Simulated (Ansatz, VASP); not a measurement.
One calculation of KI, two programs

The input POSCAR:

```
KI
1.0
    0.0000000000      3.5327700000      3.5327700000
    3.5327700000      0.0000000000      3.5327700000
    3.5327700000      3.5327700000      0.0000000000
K I
1 1
Direct
    0.0000000000      0.0000000000      0.0000000000
    0.5000000000      0.5000000000      0.5000000000
```

Contents of INCAR.step1:

```
PREC     = Accurate       # precision mode
ENCUT    = 600            # plane-wave cutoff, eV
ISMEAR   = 0              # smearing method
SIGMA    = 0.01           # smearing width, eV
LREAL    = F              # projectors in reciprocal space
LASPH    = T              # aspherical terms in the spheres
NELM     = 80             # most SCF steps
GGA      = PE             # functional
ALGO     = Normal         # electronic algorithm
EDIFF    = 1E-4           # SCF threshold, eV
LWAVE    = T              # write WAVECAR
LCHARG   = F              # write CHGCAR
```

Contents of INCAR.step2:

```
PREC     = Accurate       # precision mode
ENCUT    = 600            # plane-wave cutoff, eV
EDIFF    = 1E-7           # SCF threshold, eV
ISMEAR   = 0              # smearing method
SIGMA    = 0.01           # smearing width, eV
LREAL    = F              # projectors in reciprocal space
LASPH    = T              # aspherical terms in the spheres
NELM     = 80             # most SCF steps
ALGO     = Normal         # electronic algorithm
ISIF     = 3              # what is computed and relaxed
LWAVE    = F              # write WAVECAR
LCHARG   = F              # write CHGCAR
METAGGA  = R2SCAN         # meta-GGA
LMIXTAU  = T            
LUSE_VDW = T            
IVDW_NL  = 2            
BPARAM   = 11.95        
CPARAM   = 0.0093       
IBRION   = 2              # ionic algorithm
NSW      = 80             # ionic steps
EDIFFG   = -0.005         # ionic threshold
ISTART   = 1
```

Contents of KPOINTS:

```
regular mesh
0
Gamma
  4 4 4
```

Input for Ansatz:

```yaml
crystal:
  lattice:
    - [0.0, 3.53277, 3.53277]
    - [3.53277, 0.0, 3.53277]
    - [3.53277, 3.53277, 0.0]
  atoms:
    - { symbol: K, position: [0.0, 0.0, 0.0] }
    - { symbol: I, position: [0.5, 0.5, 0.5] }
kpoints:
  mp_grid:
    grid: [4, 4, 4]
hamiltonian:
  xc: r2scan
  dispersion: rvv10
  pseudopotentials:
    kind: paw
    azcp:
      folder: soft_1
scf:
  occupations:
    method: fixed
relax:
  f_tol: 0.005
  cell: {}
```

Alike in both runs: task relaxation of cell and atoms; functional r2SCAN; dispersion rVV10; k mesh 4 × 4 × 4; no spin polarisation.

```csv
,VASP,Ansatz
version,VASP 6.6.1,Ansatz 0.2.0
potentials or method,"VASP PAW PBE potentials, release 64 (K_sv, I)","plane waves, PAW"
plane-wave cutoff (eV),600,500
occupations,"gaussian, width 0.01 eV",fixed
valence electrons in the cell,16,26
```

VASP gave:

```
relaxed volume (Å³/atom)                                     : 43.23
relaxed cell length with the largest relative difference (Å) : 4.963
```

**Question.** What did Ansatz give for the same quantities?

**Answer.** Relaxed volume (Å³/atom): 42.97; relaxed cell length with the largest relative difference (Å): 4.953.

VASP's potentials were made for PBE, not for r2SCAN. VASP's potentials hold 16 valence electrons a cell and Ansatz's 26, so a difference there can come from the potentials and not from the codes.

Spin-orbit coupling is off throughout.
